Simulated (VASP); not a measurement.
MgB2, 3 atoms in the cell. The structure is hexagonal, space group P6/mmm (No. 191). Conventional cell: a = 3.072 Å, b = 3.072 Å, c = 3.499 Å, α = 90.00°, β = 90.00°, γ = 120.00°. Within 3.3 Å of Mg (site symmetry 6/mmm) lie 12 B at 2.49 Å and 6 Mg at 3.07 Å. B (site symmetry -6m2) has 3 B at 1.77 Å within 2.4 Å. 

* Program: VASP 6.6.1
* Task: single point
* Functional: r2SCAN
* Potentials or basis: VASP PAW PBE potentials, release 64 (Mg, B)
* Cutoff: 520 eV
* k mesh: 12 × 12 × 10
* Occupations: gaussian, width 0.05 eV
* Spin: no spin polarisation
* Dipole correction: no
* Further INCAR settings: ALGO = Normal; EDIFF = 1e-07; NBANDS = 11

Potentials or basis: VASP PAW PBE potentials, release 64 (Mg, B).

The run is started by

```bash
$ cat potpaw_PBE.64/Mg/POTCAR potpaw_PBE.64/B/POTCAR > POTCAR
$ cp INCAR.step1 INCAR
$ mpirun -np 1 vasp_std > vasp.out
$ cp INCAR.step2 INCAR
$ mpirun -np 1 vasp_std > vasp.out
```

Hardware: 1 thread of Intel Xeon 6975P-C, on a shared host.

Estimate the wall time of this run.

It took 76 s on 1 thread of Intel Xeon 6975P-C, on a shared host, peak memory 0.17 GiB. Counts: k points 114.
